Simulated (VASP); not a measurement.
A run of VASP 6.6.1 is set up as follows.

INCAR

```
SYSTEM = CoSi
PREC = Accurate ; ENCUT = 600
EDIFF = 1E-7 ; ISMEAR = 0
SIGMA = 0.1 ; LREAL = .FALSE.
LASPH = .TRUE. ; NELM = 120
ALGO = Normal ; ISIF = 3
LWAVE = .FALSE. ; LCHARG = .FALSE.
GGA = PE ; IBRION = 2
NSW = 100 ; EDIFFG = -0.01
GGA_COMPAT = .FALSE. ; NELMIN = 4
```

The input KPOINTS:

```
regular mesh
0
G
  8 8 8
  0 0 0
```

File POSCAR:

```
CoSi
1.0
    4.4380002000      0.0000000000      0.0000000000
    0.0000000000      4.4380002000      0.0000000000
    0.0000000000      0.0000000000      4.4380002000
Co Si
4 4
Direct
    0.1399999900      0.1399999900      0.1399999900
    0.3600000100      0.8600000100      0.6399999900
    0.6399999900      0.3600000100      0.8600000100
    0.8600000100      0.6399999900      0.3600000100
    0.8429999900      0.8429999900      0.8429999900
    0.6570000100      0.1570000100      0.3429999900
    0.3429999900      0.6570000100      0.1570000100
    0.1570000100      0.3429999900      0.6570000100
```

Potentials or basis: VASP PAW PBE potentials, release 64 (Co, Si).

The run is started by

```bash
$ cat potpaw_PBE.64/Co/POTCAR potpaw_PBE.64/Si/POTCAR > POTCAR
$ mpirun -np 1 vasp_std > vasp.out
```

Problem. Predict the relaxed volume.

Solution. 10.86 Å³/atom.

Problem. What does it give for the space group after relaxing (to 0.1 Å)?

Solution. P2_13 (No. 198).

Problem. Predict the band gap on the k mesh.

Solution. Zero (bands 26 and 27 overlap by 0.21 eV).

Problem. Estimate the relaxed cell.

Solution. a = 4.430 Å, b = 4.430 Å, c = 4.430 Å, α = 90.00°, β = 90.00°, γ = 90.00°.

Final structure:
```xyz
8
Lattice="4.4295 0.0000 0.0000 0.0000 4.4295 0.0000 0.0000 0.0000 4.4295" Properties=species:S:1:pos:R:3 pbc="T T T"
Co    0.6427    0.6427    0.6427
Co    1.5720    3.7868    2.8575
Co    2.8575    1.5720    3.7868
Co    3.7868    2.8575    1.5720
Si    3.7349    3.7349    3.7349
Si    2.9094    0.6946    1.5201
Si    1.5201    2.9094    0.6946
Si    0.6946    1.5201    2.9094
```

Caveat: the run has no spin polarisation, though such a crystal can be magnetic. Spin polarisation is off, so any magnetic state and its effect on volume and gap are missing.
